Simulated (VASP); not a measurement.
# Ti (Pm-3m) in VASP: relaxation of cell and atoms with PBE

Aim: the relaxation of cell and atoms of Ti with PBE.

All numbers are computed with VASP 6.6.1; they aren't measurements. Logs are shortened: lines on timing, memory, paths and dates and some standing lists are left out, and cuts for length are marked.

### 1 The cell of the first run

It takes space group Pm-3m (No. 221, cubic). The conventional cell has a = 2.432 Å, b = 2.432 Å, c = 2.432 Å, α = 90.00°, β = 90.00°, γ = 90.00°. Within 3.2 Å of Ti (site symmetry m-3m) lie 6 Ti at 2.43 Å.

This isn't the form of Ti at room conditions, which is hcp.

### 2 Relaxation of cell and atoms, PBE, target pressure 38 GPa, at which the enthalpy is minimised

File INCAR:

```
SYSTEM = Ti
PREC = Accurate ; ENCUT = 600
EDIFF = 1E-7 ; ISMEAR = -1
SIGMA = 0.1 ; LREAL = .FALSE.
LASPH = .TRUE. ; NELM = 100
ALGO = Normal ; ISIF = 3
LWAVE = .FALSE. ; LCHARG = .FALSE.
GGA = PE ; IBRION = 2
NSW = 60 ; EDIFFG = -0.005
PSTRESS = 380.0
```

File KPOINTS:

```
regular mesh
0
G
  16 16 16
  0 0 0
```

File POSCAR:

```
Ti
1.0
    2.4318838321      0.0000000000      0.0000000000
    0.0000000000      2.4318838321      0.0000000000
    0.0000000000      0.0000000000      2.4318838321
Ti
1
Direct
    0.0000000000      0.0000000000      0.0000000000
```

Potentials or basis: VASP PAW PBE potentials, release 64 (Ti_sv).

Run with:

```
$ cat potpaw_PBE.64/Ti_sv/POTCAR > POTCAR
$ mpirun -np 1 vasp_std > vasp.out
```

OUTCAR:

```text
SYSTEM = Ti
   PREC = Accurate
   ENCUT = 600
   EDIFF = 1E-7
   ISMEAR = -1
   LREAL = .FALSE.
   LASPH = .TRUE.
   NELM = 100
   ISIF = 3
   GGA = PE
   IBRION = 2
   NSW = 60
   EDIFFG = -0.005
   PSTRESS = 380.0

 ion  position               nearest neighbor table
   1  0.000  0.000  0.000-

  LATTYP: Found a simple cubic cell.
 ALAT       =     2.4318838321

  Lattice vectors:

 A1 = (   2.4318838321,   0.0000000000,   0.0000000000)
 A2 = (   0.0000000000,   2.4318838321,   0.0000000000)
 A3 = (   0.0000000000,   0.0000000000,   2.4318838321)

Analysis of symmetry for initial positions (statically):
=====================================================================
 Subroutine PRICEL returns:
 Original cell was already a primitive cell.

 Routine SETGRP: Setting up the symmetry group for a
 simple cubic supercell.

 Subroutine GETGRP returns: Found 48 space group operations
 (whereof 48 operations were pure point group operations)
 out of a pool of 48 trial point group operations.

The static configuration has the point symmetry O_h .

Analysis of symmetry for dynamics (positions and initial velocities):
=====================================================================
 Subroutine PRICEL returns:
 Original cell was already a primitive cell.

 Routine SETGRP: Setting up the symmetry group for a
 simple cubic supercell.

 Subroutine GETGRP returns: Found 48 space group operations
 (whereof 48 operations were pure point group operations)
 out of a pool of 48 trial point group operations.

The dynamic configuration has the point symmetry O_h .

 Subroutine INISYM returns: Found 48 space group operations
 (whereof 48 operations are pure point group operations),
 and found     1 'primitive' translations

----------------------------------------------------------------------------------------

                                     Primitive cell

  volume of cell :      14.3823

  direct lattice vectors                    reciprocal lattice vectors
     2.431883832  0.000000000  0.000000000     0.411203852  0.000000000  0.000000000
     0.000000000  2.431883832  0.000000000     0.000000000  0.411203852  0.000000000
     0.000000000  0.000000000  2.431883832     0.000000000  0.000000000  0.411203852

  length of vectors
[... 87 lines left out ...]
   ISYM   =      2    0-nonsym 1-usesym 2-fastsym
   POTIM  = 0.5000    time-step for ionic-motion
   TEBEG  =    0.0;   TEEND  =   0.0 temperature during run
   PSTRESS=  380.0 pullay stress
   NELECT =      12.0000    total number of electrons
   NUPDOWN=      -1.0000    fix difference up-down
   EMIN   =  10.00;   EMAX   =-10.00  energy-range for DOS
   EFERMI =   0.00;   METHOD = LEGACY
   ISMEAR =    -1;   SIGMA  =   0.10  broadening in eV -4-tet -1-fermi 0-gaus
   EFERMI_NEDOS =   21; number of points for ismear=-14 and -15
   IALGO  =     38    algorithm
   IMIX   =      4    mixing-type and parameters
     AMIX     =   0.40;   BMIX     =  1.00
     AMIX_MAG =   1.60;   BMIX_MAG =  1.00
  volume/ion in A,a.u.               =      14.38        97.06
  Fermi-wavevector in a.u.,A,eV,Ry     =   1.541200  2.912446 32.317897  2.375298
  Thomas-Fermi vector in A             =   2.647180
   LORBIT       =      0    0 simple, 1 ext, 2 COOP (PROOUT), +10 PAW based schemes
   GGA     = PE    functional components
   LHFCALC =     F    Hartree Fock is set to
   AEXX    =    0.0000 exact exchange contribution
   IVDW    =     0    specifies the selected vdW correction
   LEPSILON=     F    determine dielectric tensor
   LRPA    =     F    only Hartree local field effects (RPA)
 conjugate gradient relaxation of ions
 non-spin polarized calculation
  energy-cutoff  :      600.00
  volume of cell :       14.38
 maximum number of plane-waves:       500
 NGX is ok and might be reduce to    20
   NGX =  9   NGY =  9   NGZ =  9

--------------------------------------- Ionic step        1  -------------------------------------------

 number of electron      12.0000007 magnetization

 Free energy of the ion-electron system (eV)
  ---------------------------------------------------
  ext. energy  EPLUGINS =         0.00000000
  ---------------------------------------------------
  free energy    TOTEN  =        -6.72840611 eV

  energy without entropy =       -6.67503337  energy(sigma->0) =       -6.70171974

------------------------ aborting loop because EDIFF is reached ----------------------------------------

  FORCE on cell =-STRESS in cart. coord.  units (eV):
  Direction    XX          YY          ZZ          XY          YZ          ZX
  --------------------------------------------------------------------------------------
  -------------------------------------------------------------------------------------
  Total        2.6064296      2.6064296      2.6064296      0.0000000      0.0000000      0.0000000
  in kB      290.3541896    290.3541896    290.3541896      0.0000000      0.0000000      0.0000000
  external PRESSURE =     -89.6458104 kB  Pullay stress =     380.0000000 kB
[... 98 lines left out ...]
--------------------------------------- Ionic step        4  -------------------------------------------

 number of electron      12.0000003 magnetization

 Free energy of the ion-electron system (eV)
  ---------------------------------------------------
  ext. energy  EPLUGINS =         0.00000000
  ---------------------------------------------------
  free energy    TOTEN  =        -6.58199529 eV

  energy without entropy =       -6.53320099  energy(sigma->0) =       -6.55759814

 E-fermi :  10.9160     XC(G=0): -12.5637

 val. band max:       10.9155448081   @ k =   0.5000   0.2500   0.1250
 cond. band min:      10.9797116424   @ k =   0.2500   0.1875   0.1875
 fundamental gap:      0.0641668343
 Fermi energy:        10.9160492584

 k-point     1 :       0.0000    0.0000    0.0000
  band No.  band energies     occupation
      1     -45.5039      2.00000
      2     -20.6471      2.00000
      3     -20.6471      2.00000
      4     -20.6471      2.00000
      5       4.6954      2.00000
      6       8.8708      2.00000
      7       8.8708      2.00000
      8      16.2660      0.00000
      9      16.2660      0.00000
     10      16.2660      0.00000
[... 287 lines left out ...]
 k-point    24 :       0.5000    0.1250    0.0000
  band No.  band energies     occupation
      1     -45.1056      2.00000
      2     -22.5677      2.00000
      3     -20.7454      2.00000
      4     -20.4377      2.00000
      5       9.5887      2.00000
      6      10.0951      1.99946
      7      10.4617      1.97895
      8      13.5590      0.00000
      9      14.5073      0.00000
     10      16.1196      0.00000

 [... further k-points ...]
[... 5 lines left out ...]
  --------------------------------------------------------------------------------------
  -------------------------------------------------------------------------------------
  Total        3.2460597      3.2460597      3.2460597      0.0000000      0.0000000      0.0000000
  in kB      380.1810485    380.1810485    380.1810485      0.0000000      0.0000000      0.0000000
  external PRESSURE =       0.1810485 kB  Pullay stress =     380.0000000 kB
[... 20 lines left out ...]
  energy  without entropy=       -6.5332009892  energy(sigma->0) =       -6.55759814

  enthalpy is  TOTEN    =        -3.3374814021 eV   P V=        3.2445138829

 reached required accuracy - stopping structural energy minimisation
```

CONTCAR:

```text
Ti
   1.00000000000000
     2.3916201705016746    0.0000000000000000    0.0000000000000000
     0.0000000000000000    2.3916201705016746    0.0000000000000000
    -0.0000000000000000    0.0000000000000000    2.3916201705016746
  Ti
     1
Direct
     0.0000000000000000    0.0000000000000000    0.0000000000000000

  0.00000000E+00  0.00000000E+00  0.00000000E+00
```

Wall time 2.2 min (1 thread of Intel Xeon 8259CL, shared host); peak memory 0.16 GiB.

What came out:

- Free energy: -6.5820 eV
- Relaxed volume: 13.68 Å³/atom
- Relaxed cell: a = 2.392 Å, b = 2.392 Å, c = 2.392 Å, α = 90.00°, β = 90.00°, γ = 90.00°
- Space group after relaxing (to 0.1 Å): Pm-3m (No. 221)
- Energy change on relaxing (the run minimises the enthalpy): +146.4 meV/atom
- Ionic steps: 4
- Pressure after relaxing: 38.0 GPa
- Band gap on the k mesh: zero (bands 6 and 7 overlap by 2.89 eV)

Step by step:
```tsv
step	energy change (eV)	largest force (eV/Å)	pressure (GPa)	volume (Å³)
1	0.0000	0.0000	29.04	14.38
2	0.4023	0.0000	52.98	12.77
3	0.1432	0.0000	37.82	13.69
4	0.1464	0.0000	38.02	13.68
```

Final structure:
```
CELL_PARAMETERS angstrom
2.39162 0.00000 0.00000
0.00000 2.39162 0.00000
0.00000 0.00000 2.39162
ATOMIC_POSITIONS crystal
Ti 0.00000 0.00000 0.00000
```

Levels at points of the mesh, in eV from the Fermi level:
```csv
k point,band 3,band 4,band 5,band 6,band 7,band 8,band 9,band 10
"(0.00, 0.00, 0.00)",-31.56,-31.56,-6.22,-2.05,-2.05,5.35,5.35,5.35
"(0.50, 0.00, 0.00)",-31.38,-31.38,-1.77,-1.02,0.34,2.55,2.55,5.61
"(0.50, 0.50, 0.00)",-33.19,-31.21,-4.20,-0.02,3.20,3.20,7.01,7.34
"(0.50, 0.50, 0.50)",-32.90,-32.90,-2.08,-2.08,-2.08,7.17,7.17,9.38
```

Caveat: the cell is relaxed towards a set pressure, so the run minimises the enthalpy, not the energy.
